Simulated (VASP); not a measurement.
# Be2Se3 (Amm2) in VASP: further runs

Be2Se3 is run at these levels: PBE; tasks: single point, relaxation of cell and atoms.

All numbers are computed with VASP 6.6.1; they aren't measurements. Logs are shortened: lines on timing, memory, paths and dates and some standing lists are left out, and cuts for length are marked.

**1. The cell of the first run**

It takes space group Amm2 (No. 38, orthorhombic). The conventional cell has a = 8.091 Å, b = 3.645 Å, c = 6.664 Å, α = 90.00°, β = 90.00°, γ = 90.00°. Within 2.8 Å of Be (site symmetry m) lie 4 Se at 2.13 to 2.33 Å. Within 3.0 Å of Se (site symmetry m) lie 3 Be at 2.25 to 2.33 Å and 1 Se at 2.67 Å. Se (site symmetry mm2) has 2 Be at 2.13 Å within 2.8 Å.

**2. Single point, PBE**

File INCAR:

```
SYSTEM = Be2Se3
ALGO = Normal ; EDIFF = 1E-6
ENCUT = 520 ; GGA = PE
ISIF = 2 ; ISMEAR = 0
LASPH = .TRUE. ; LCHARG = .FALSE.
LREAL = .FALSE. ; LWAVE = .FALSE.
NBANDS = 19 ; NELM = 80
PREC = Accurate ; SIGMA = 0.2
```

File KPOINTS:

```
k-points
0
G
  3 5 5
  0 0 0
```

File POSCAR:

```
Be2Se3
1.0
    8.0908301524      0.0000000000      0.0000000000
    0.0000000000      1.8225185448      3.3320513242
    0.0000000000     -1.8225185448      3.3320513242
Be Se
2 3
Direct
    0.7472292919      0.4424640256      0.4424640256
    0.2527707081      0.4424640256      0.4424640256
    0.8348675900      0.7755813302      0.7755813302
    0.1651324100      0.7755813302      0.7755813302
    0.5000000000      0.5535874784      0.5535874784
```

Potentials or basis: VASP PAW PBE potentials, release 64 (Be, Se).

Command:

```sh
$ cat potpaw_PBE.64/Be/POTCAR potpaw_PBE.64/Se/POTCAR > POTCAR
$ mpirun -np 1 vasp_std > vasp.out
```

OUTCAR:

```text
SYSTEM = Be2Se3
   EDIFF = 1E-6
   ENCUT = 520
   GGA = PE
   ISIF = 2
   ISMEAR = 0
   LASPH = .TRUE.
   LREAL = .FALSE.
   NELM = 80
   PREC = Accurate

 ion  position               nearest neighbor table
   1  0.747  0.442  0.442-   5 2.13   3 2.25   3 2.25   3 2.33
   2  0.253  0.442  0.442-   5 2.13   4 2.25   4 2.25   4 2.33
   3  0.835  0.776  0.776-   1 2.25   1 2.25   1 2.33   4 2.67
   4  0.165  0.776  0.776-   2 2.25   2 2.25   2 2.33   3 2.67
   5  0.500  0.554  0.554-   1 2.13   2 2.13

  LATTYP: Found a base centered orthorhombic cell.
 ALAT       =     3.6450370896
 B/A-ratio  =     1.8282674455
 C/A-ratio  =     2.2196839027

  Lattice vectors:

 A1 = (   0.0000000000,   1.8225185448,  -3.3320513242)
 A2 = (   0.0000000000,   1.8225185448,   3.3320513242)
 A3 = (   8.0908301524,   0.0000000000,   0.0000000000)

Analysis of symmetry for initial positions (statically):
=====================================================================
 Subroutine PRICEL returns:
 Original cell was already a primitive cell.

 Routine SETGRP: Setting up the symmetry group for a
 base centered orthorhombic supercell.

 Subroutine GETGRP returns: Found  4 space group operations
 (whereof  4 operations were pure point group operations)
 out of a pool of  8 trial point group operations.

The static configuration has the point symmetry C_2v.

Analysis of symmetry for dynamics (positions and initial velocities):
=====================================================================
 Subroutine PRICEL returns:
 Original cell was already a primitive cell.

 Routine SETGRP: Setting up the symmetry group for a
 base centered orthorhombic supercell.

 Subroutine GETGRP returns: Found  4 space group operations
 (whereof  4 operations were pure point group operations)
 out of a pool of  8 trial point group operations.

The dynamic configuration has the point symmetry C_2v.

 Subroutine INISYM returns: Found  4 space group operations
 (whereof  4 operations are pure point group operations),
 and found     1 'primitive' translations

----------------------------------------------------------------------------------------

                                     Primitive cell

  volume of cell :      98.2668

  direct lattice vectors                    reciprocal lattice vectors
     8.090830152  0.000000000  0.000000000     0.123596711  0.000000000  0.000000000
     0.000000000  1.822518545  3.332051324     0.000000000  0.274345631  0.150057713
     0.000000000 -1.822518545  3.332051324     0.000000000 -0.274345631  0.150057713

  length of vectors
     8.090830152  3.797912568  3.797912568     0.123596711  0.312702482  0.312702482

  position of ions in fractional coordinates (direct lattice)
     0.747229292  0.442464026  0.442464026
     0.252770708  0.442464026  0.442464026
     0.834867590  0.775581330  0.775581330
     0.165132410  0.775581330  0.775581330
     0.500000000  0.553587478  0.553587478

  ion indices of the primitive-cell ions
   primitive index   ion index
                 1           1
                 2           2
                 3           3
                 4           4
                 5           5

----------------------------------------------------------------------------------------

 KPOINTS: k-points

Automatic generation of k-mesh.
 Grid dimensions read from file:
 generate k-points for:    3    5    5

 Generating k-lattice:

  Cartesian coordinates                     Fractional coordinates (reciprocal lattice)
     0.041198904  0.000000000  0.000000000     0.333333333  0.000000000  0.000000000
     0.000000000  0.054869126  0.030011543     0.000000000  0.200000000 -0.000000000
     0.000000000 -0.054869126  0.030011543     0.000000000 -0.000000000  0.200000000

  Length of vectors
     0.041198904  0.062540496  0.062540496

  Shift w.r.t. Gamma in fractional coordinates (k-lattice)
     0.000000000  0.000000000  0.000000000

 Subroutine IBZKPT returns following result:
 ===========================================

 Found     18 irreducible k-points:

 Following reciprocal coordinates:
            Coordinates               Weight
  0.000000  0.000000  0.000000      1.000000
  0.333333  0.000000  0.000000      2.000000
  0.000000  0.200000 -0.000000      4.000000
  0.333333  0.200000 -0.000000      8.000000
  0.000000  0.400000 -0.000000      4.000000
  0.333333  0.400000 -0.000000      8.000000
[... 10 lines left out ...]
  0.000000 -0.400000  0.400000      2.000000
  0.333333 -0.400000  0.400000      4.000000
   k-points           NKPTS =     18   k-points in BZ     NKDIM =     18   number of bands    NBANDS=     19
   number of dos      NEDOS =    301   number of ions     NIONS =      5
   total plane-waves  NPLWV =  47040
   dimension x,y,z NGX =    60 NGY =   28 NGZ =   28
   dimension x,y,z NGXF=   120 NGYF=   56 NGZF=   56
   ions per type =               2   3
   NGX,Y,Z   is equivalent  to a cutoff of  12.33, 12.26, 12.26 a.u.
   NGXF,Y,Z  is equivalent  to a cutoff of  24.66, 24.51, 24.51 a.u.
 SYSTEM =  Be2Se3
   PREC   = accura    normal or accurate (medium, high low for compatibility)
   ISTART =      0    job   : 0-new  1-cont  2-samecut
   ICHARG =      2    charge: 1-file 2-atom 10-const
   ISPIN  =      1    spin polarized calculation?
   LNONCOLLINEAR =      F non collinear calculations
   LSORBIT =      F    spin-orbit coupling
   LASPH  =      T    aspherical Exc in radial PAW
   ENCUT  =  520.0 eV  38.22 Ry    6.18 a.u.  15.04  7.06  7.06*2*pi/ulx,y,z
   NELM   =     80;   NELMIN=  2; NELMDL= -5     # of ELM steps
   EDIFF  = 0.1E-05   stopping-criterion for ELM
   LREAL  =      F    real-space projection
   EDIFFG = 0.1E-04   stopping-criterion for IOM
   NSW    =      0    number of steps for IOM
   IBRION =     -1    ionic relax: 0-MD 1-quasi-New 2-CG
   NFREE  =      0    steps in history (QN), initial steepest desc. (CG)
   ISIF   =      2    stress and relaxation
   ISYM   =      2    0-nonsym 1-usesym 2-fastsym
   POTIM  = 0.5000    time-step for ionic-motion
   TEBEG  =    0.0;   TEEND  =   0.0 temperature during run
   PSTRESS=    0.0 pullay stress
   NELECT =      22.0000    total number of electrons
   NUPDOWN=      -1.0000    fix difference up-down
   EMIN   =  10.00;   EMAX   =-10.00  energy-range for DOS
   EFERMI =   0.00;   METHOD = LEGACY
   ISMEAR =     0;   SIGMA  =   0.20  broadening in eV -4-tet -1-fermi 0-gaus
   EFERMI_NEDOS =   21; number of points for ismear=-14 and -15
   IALGO  =     38    algorithm
   IMIX   =      4    mixing-type and parameters
     AMIX     =   0.40;   BMIX     =  1.00
     AMIX_MAG =   1.60;   BMIX_MAG =  1.00
  volume/ion in A,a.u.               =      19.65       132.63
  Fermi-wavevector in a.u.,A,eV,Ry     =   0.994062  1.878505 13.444724  0.988159
  Thomas-Fermi vector in A             =   2.125987
   LORBIT       =      0    0 simple, 1 ext, 2 COOP (PROOUT), +10 PAW based schemes
   GGA     = PE    functional components
   LHFCALC =     F    Hartree Fock is set to
   AEXX    =    0.0000 exact exchange contribution
   IVDW    =     0    specifies the selected vdW correction
   LEPSILON=     F    determine dielectric tensor
   LRPA    =     F    only Hartree local field effects (RPA)
 non-spin polarized calculation
 Gauss-broadening in eV      SIGMA  =   0.20
  energy-cutoff  :      520.00
  volume of cell :       98.27
 maximum number of plane-waves:      2667
   NGX = 31   NGY = 15   NGZ = 15

 number of electron      21.9999998 magnetization

 Free energy of the ion-electron system (eV)
  ---------------------------------------------------
  ext. energy  EPLUGINS =         0.00000000
  ---------------------------------------------------
  free energy    TOTEN  =       -19.68325265 eV

  energy without entropy =      -19.64312821  energy(sigma->0) =      -19.66319043

 E-fermi :   3.7688     XC(G=0):  -9.1876

 val. band max:        3.7403527229   @ k =   0.0000  -0.4000   0.2000
 cond. band min:       3.8008745914   @ k =   0.3333   0.4000   0.4000
 fundamental gap:      0.0605218684
 Fermi energy:         3.7687995966

 k-point     1 :       0.0000    0.0000    0.0000
  band No.  band energies     occupation
      1     -11.4379      2.00000
      2     -10.0757      2.00000
      3      -9.0720      2.00000
      4      -1.2965      2.00000
      5      -1.2856      2.00000
      6       0.9579      2.00000
[... 11 lines left out ...]
     18       8.5708      0.00000
     19       9.6088      0.00000

 k-point     2 :       0.3333    0.0000    0.0000
  band No.  band energies     occupation
      1     -11.3521      2.00000
      2     -10.3869      2.00000
      3      -8.7460      2.00000
      4      -2.6927      2.00000
      5       0.4982      2.00000
      6       1.2889      2.00000
[... 11 lines left out ...]
     18       9.1114      0.00000
     19      10.4514      0.00000

 k-point     3 :       0.0000    0.2000   -0.0000
  band No.  band energies     occupation
      1     -11.1770      2.00000
      2      -9.8234      2.00000
      3      -8.8834      2.00000
      4      -1.2307      2.00000
      5      -1.2035      2.00000
      6      -0.5484      2.00000
[... 11 lines left out ...]
     18       9.5345      0.00000
     19       9.7285      0.00000

 k-point     4 :       0.3333    0.2000   -0.0000
  band No.  band energies     occupation
      1     -11.0990      2.00000
      2     -10.1154      2.00000
      3      -8.5842      2.00000
      4      -2.4270      2.00000
      5      -0.6369      2.00000
      6       0.1887      2.00000
[... 275 lines left out ...]
     18      10.5550      0.00000
     19      11.1843      0.00000

 k-point    17 :       0.0000   -0.4000    0.4000
  band No.  band energies     occupation
      1     -10.5458      2.00000
      2      -9.2484      2.00000
      3      -8.5879      2.00000
      4      -2.3676      2.00000
      5      -2.3283      2.00000
      6      -1.6146      2.00000
[... 11 lines left out ...]
     18      10.9001      0.00000
     19      11.3745      0.00000

 k-point    18 :       0.3333   -0.4000    0.4000
  band No.  band energies     occupation
      1     -10.5222      2.00000
      2      -9.3474      2.00000
      3      -8.5066      2.00000
      4      -2.8901      2.00000
      5      -1.5802      2.00000
      6      -1.2572      2.00000
[... 11 lines left out ...]
     18      11.1446      0.00000
     19      11.4876      0.00000

------------------------ aborting loop because EDIFF is reached ----------------------------------------

  FORCE on cell =-STRESS in cart. coord.  units (eV):
  Direction    XX          YY          ZZ          XY          YZ          ZX
  --------------------------------------------------------------------------------------
  -------------------------------------------------------------------------------------
  Total        0.3933605     -0.0441587      0.1363691      0.0000000      0.0000000      0.0000000
  in kB        6.4134930     -0.7199796      2.2234114      0.0000000      0.0000000      0.0000000
  external PRESSURE =       2.6389749 kB  Pullay stress =       0.0000000 kB

 VOLUME and BASIS-vectors are now :
 -----------------------------------------------------------------------------
  energy-cutoff  :      520.00
  volume of cell :       98.27
      direct lattice vectors                 reciprocal lattice vectors
     8.090830152  0.000000000  0.000000000     0.123596711  0.000000000  0.000000000
     0.000000000  1.822518545  3.332051324     0.000000000  0.274345631  0.150057713
     0.000000000 -1.822518545  3.332051324     0.000000000 -0.274345631  0.150057713

 POSITION                                       TOTAL-FORCE (eV/Angst)
 -----------------------------------------------------------------------------------
      6.04571      0.00000      2.94863         0.018239      0.000000     -0.012529
      2.04512      0.00000      2.94863        -0.018239      0.000000     -0.012529
      6.75477      0.00000      5.16855        -0.011682      0.000000      0.002437
      1.33606      0.00000      5.16855         0.011682      0.000000      0.002437
      4.04542      0.00000      3.68916         0.000000      0.000000      0.020184
 -----------------------------------------------------------------------------------
    total drift:                                0.000000      0.000000     -0.000136

  FREE ENERGIE OF THE ION-ELECTRON SYSTEM (eV)
  ---------------------------------------------------
  free  energy   TOTEN  =       -19.6832526485 eV

  energy  without entropy=      -19.6431282119  energy(sigma->0) =      -19.66319043
```

It took 18 s on 1 thread of Intel Xeon 6975P-C (Granite Rapids), shared host; peak memory 0.21 GiB.

Results:

| Item | Value |
| --- | --- |
| Free energy | -19.6833 eV |
| Pressure | 0.3 GPa |
| Largest force | 0.022 eV/Å |
| Band gap on the k mesh | zero (band 11 reaches 3.95 eV, above the bottom of band 12 at 3.05 eV) |

Forces in eV/Å, atoms in the order of the input:
```
Be   0.018  0.000 -0.013
Be  -0.018  0.000 -0.013
Se  -0.012  0.000  0.002
Se   0.012  0.000  0.002
Se   0.000  0.000  0.020
```

Levels at points of the mesh, in eV from the Fermi level:
```csv
k point,band 9,band 10,band 11,band 12,band 13,band 14
"(0.00, 0.00, 0.00)",-1.69,-0.32,0.12,1.04,1.78,3.40
```

Caveat: the k points lie up to 0.39 Å⁻¹ apart.

(Part 1 of 2 ends here.)
